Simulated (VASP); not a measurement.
Ti, 1 atom in the cell. The structure is cubic, space group Im-3m (No. 229). The conventional cell has a = 3.215 Å, b = 3.215 Å, c = 3.215 Å, α = 90.00°, β = 90.00°, γ = 90.00°. Ti (site symmetry m-3m) has 14 Ti at 2.78 to 3.22 Å within 3.7 Å.  This cell differs from its parent crystal: volume scaled by 0.94.

- Program: VASP 6.6.1
- Task: single point
- Functional: PBE
- Potentials or basis: VASP PAW PBE potentials, release 64 (Ti_sv)
- Cutoff: 520 eV
- k mesh: 11 × 11 × 11
- Occupations: fermi-dirac, width 0.05 eV
- Spin: no spin polarisation
- Dipole correction: no
- Further INCAR settings: ALGO = Normal; EDIFF = 1e-07; NBANDS = 12

Potentials or basis: VASP PAW PBE potentials, release 64 (Ti_sv).

Command:

```console
$ cat potpaw_PBE.64/Ti_sv/POTCAR > POTCAR
$ mpirun -np 1 vasp_std > vasp.out
```

Hardware: 1 thread of Intel Xeon 8259CL (shared host).

**Question.** How long does it take, and how much memory?

**Answer.** It took 12 s on 1 thread of Intel Xeon 8259CL, with other jobs on the host, peak memory 0.14 GiB. Counts: scf iterations 14, k points 56.
